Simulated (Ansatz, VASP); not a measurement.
## Pd in VASP and in Ansatz

File INCAR:

```
AGGAC    = 1.0          
AGGAX    = 1.0          
ALDAC    = 0.0          
ALDAX    = 1.0          
ALGO     = Normal         # electronic algorithm
EDIFF    = 1E-6           # SCF threshold, eV
EDIFFG   = -0.01          # ionic threshold
ENCUT    = 600            # plane-wave cutoff, eV
GGA      = B5             # functional
IBRION   = 2              # ionic algorithm
ISIF     = 3              # what is computed and relaxed
ISMEAR   = 0              # smearing method
IVDW     = 12             # dispersion correction
LASPH    = T              # aspherical terms in the spheres
LCHARG   = F              # write CHGCAR
LREAL    = F              # projectors in reciprocal space
LWAVE    = F              # write WAVECAR
NELM     = 100            # most SCF steps
NSW      = 80             # ionic steps
PREC     = Accurate       # precision mode
SIGMA    = 0.01           # smearing width, eV
VDW_A1   = 0.4298       
VDW_A2   = 4.2359       
VDW_S6   = 1.0          
VDW_S8   = 2.6996
```

Contents of KPOINTS:

```
k-points
0
Gamma
  13 13 13
```

File POSCAR:

```
Pd
1.0
   -1.5722810000      1.5722810000      1.5722810000
    1.5722810000     -1.5722810000      1.5722810000
    1.5722810000      1.5722810000     -1.5722810000
Pd
1
Direct
    0.0000000000      0.0000000000      0.0000000000
```

Input for Ansatz:

```yaml
crystal:
  lattice:
    - [-1.572281, 1.572281, 1.572281]
    - [1.572281, -1.572281, 1.572281]
    - [1.572281, 1.572281, -1.572281]
  atoms:
    - { symbol: Pd, position: [0.0, 0.0, 0.0] }
kpoints:
  mp_grid:
    grid: [13, 13, 13]
    shift: [0.0, 0.0, 0.0]
hamiltonian:
  xc: blyp
  dispersion: d3bj
scf:
  convergence:
    dr2_threshold: 1.0e-09
  lower_state_search: "off"
  occupations:
    method: gaussian
    width: 0.01
relax:
  cell: {}
```

Alike in both runs: task relaxation of cell and atoms; functional BLYP; dispersion D3(BJ); k mesh 13 × 13 × 13; occupations gaussian, width 0.01 eV; no spin polarisation.

|  | VASP | Ansatz |
| --- | --- | --- |
| version | VASP 6.6.1 | Ansatz 0.2.0 |
| potentials or method | VASP PAW PBE potentials, release 64 (Pd) | plane waves, PAW |
| plane-wave cutoff (eV) | 600 | 420 |
| valence electrons in the cell | 10 | 18 |

VASP gave:

| Property | Result |
| --- | --- |
| relaxed volume (Å³/atom) | 14.95 |
| relaxed cell length with the largest relative difference (Å) | 2.688 |

Question: What did Ansatz give for the same quantities?

Answer: Relaxed volume (Å³/atom): 14.91; relaxed cell length with the largest relative difference (Å): 2.686.

VASP's potentials were made for PBE, not for BLYP. VASP's potentials hold 10 valence electrons a cell and Ansatz's 18, so a difference there can come from the potentials and not from the codes. Ansatz's warnings: stress scf threshold loose.
